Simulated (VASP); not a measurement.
A run of VASP 6.6.1:

File INCAR:

```
SYSTEM = Si
ALGO = Normal
EDIFF = 1E-6
ENCUT = 520
GGA = PS
ISIF = 2
ISMEAR = -1
LASPH = .TRUE.
LCHARG = .FALSE.
LREAL = Auto
LWAVE = .FALSE.
NBANDS = 48
NELM = 100
PREC = Accurate
SIGMA = 0.02
```

Contents of KPOINTS:

```
k-points
0
G
  2 2 2
  0 0 0
```

POSCAR

```
Si
1.0
    0.0000000000      5.4300000000      5.4300000000
    5.4300000000      0.0000000000      5.4300000000
    5.4300000000      5.4300000000      0.0000000000
Si
17
Direct
   -0.0072357267      0.0021313252      0.0026654189
    0.1214968055      0.1281062656      0.1281899329
    0.0001975665     -0.0011551640      0.5005398000
    0.1213789673      0.1280252335      0.6225031640
    0.0002784258      0.5004177902     -0.0013217805
    0.1215348278      0.6218132343      0.1283332501
    0.0002185564      0.5003321593      0.5006600460
    0.1250502496      0.6250497899      0.6248996828
    0.5017993707      0.0019769828      0.0023171367
    0.6241409546      0.1245227217      0.1260925077
    0.5015925731      0.0017341426      0.4947814259
    0.6279614339      0.1280327135      0.6222096233
    0.5018952101      0.4931622665      0.0025641436
    0.6279772349      0.6217281086      0.1281349922
    0.4988489129      0.5002789959      0.5004852832
    0.6279380910      0.6215695296      0.6224146821
    0.3741718465      0.8745410048      0.8760555912
```

Potentials or basis: VASP PAW PBE potentials, release 64 (Si).

Command:

```console
$ cat potpaw_PBE.64/Si/POTCAR > POTCAR
$ mpirun -np 1 vasp_std > vasp.out
```

Hardware: 1 thread of Intel(R) Xeon(R) Platinum 8488C (Sapphire Rapids), on a shared host.

**Question.** Estimate the wall time of this run.

**Answer.** It took 2.2 min on 1 thread of Intel(R) Xeon(R) Platinum 8488C (Sapphire Rapids), with other jobs on the host, peak memory 0.46 GiB. Counts: scf iterations 13, k points 8.
